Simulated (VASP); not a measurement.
A run of VASP 6.6.1:

Contents of INCAR:

```
SYSTEM = Cs
PREC = Accurate
ENCUT = 500
EDIFF = 1E-6
ISMEAR = -1
SIGMA = 0.1
LREAL = .False.
LASPH = .True.
NELM = 120
ALGO = Normal
ISIF = 2
LWAVE = .False.
LCHARG = .False.
GGA = PE
NBANDS = 16
GGA_COMPAT = .False.
```

Contents of KPOINTS:

```
Automatic mesh
0
Gamma
  6 6 6
  0 0 0
```

The input POSCAR:

```
Cs
1.0
    0.0000000000      5.6998899330      5.6998899330
    5.6998899330      0.0000000000      5.6998899330
    5.6998899330      5.6998899330      0.0000000000
Cs
2
Direct
    0.1250000000      0.1250000000      0.1250000000
    0.8750000000      0.8750000000      0.8750000000
```

Potentials or basis: VASP PAW PBE potentials, release 64 (Cs_sv).

Run with:

```bash
$ cat potpaw_PBE.64/Cs_sv/POTCAR > POTCAR
$ mpirun -np 1 vasp_std > vasp.out
```

Hardware: 1 thread of AMD EPYC 7R43 64-Core Processor (Zen 3) (shared host).

Question: Estimate the wall time of this run.

Answer: Run time: 89 s on 1 thread of AMD EPYC 7R43 64-Core Processor (Zen 3), with other jobs on the host, peak memory 0.43 GiB. Counts: scf iterations 12, k points 16.
